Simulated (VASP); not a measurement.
Set up this calculation in VASP 6.6.1, as the native input.

- Task: single point
- Functional: PBE
- Potentials or basis: VASP PAW PBE potentials, release 64 (Eu, Os)
- Cutoff: 520 eV
- k mesh: 10 × 10 × 10
- Occupations: gaussian, width 0.05 eV
- Spin: collinear spin, ferromagnetic start
- Starting moments: [7.06, 0.0] μB
- Dipole correction: no
- Further INCAR settings: ALGO = Normal; EDIFF = 1e-07; NBANDS = 24

The structure of EuOs lies in POSCAR:

```
EuOs
1.0
    3.5676571776      0.0000000000      0.0000000000
    0.0000000000      3.5676571776      0.0000000000
    0.0000000000      0.0000000000      3.5676571776
Eu Os
1 1
Direct
    0.0000000000      0.0000000000      0.0000000000
    0.5000000000      0.5000000000      0.5000000000
```

One way to write it, as run:

INCAR

```
PREC = Accurate
ENCUT = 520
EDIFF = 1E-7
ISMEAR = 0
SIGMA = 0.05
LREAL = F
LASPH = T
NELM = 150
ALGO = Normal
ISIF = 2
LWAVE = F
LCHARG = T
ISPIN = 2
MAGMOM = 7.06 0
LORBIT = 11
LMAXMIX = 6
GGA = PE
LELF = T
LVHAR = T
NBANDS = 24
```

KPOINTS

```
regular mesh
0
Gamma
  10 10 10
```

Potentials or basis: VASP PAW PBE potentials, release 64 (Eu, Os).

Launch:

```bash
$ cat potpaw_PBE.64/Eu/POTCAR potpaw_PBE.64/Os/POTCAR > POTCAR
$ mpirun -np 1 vasp_std > vasp.out
```

Results of the run:

| Item | Value |
| --- | --- |
| Pressure | -7.7 GPa |
| Net moment | 5.68 μB per cell |
| Site moments | Eu +6.30; Os -0.90 μB |
| Valence electrons inside the program's atomic spheres | Eu 14.73; Os 6.87 |

Caveat: the cell stands under tension.

Run time: 3.4 min on 1 thread of Intel(R) Xeon(R) Platinum 8488C (Sapphire Rapids) (shared host), peak memory 0.27 GiB.
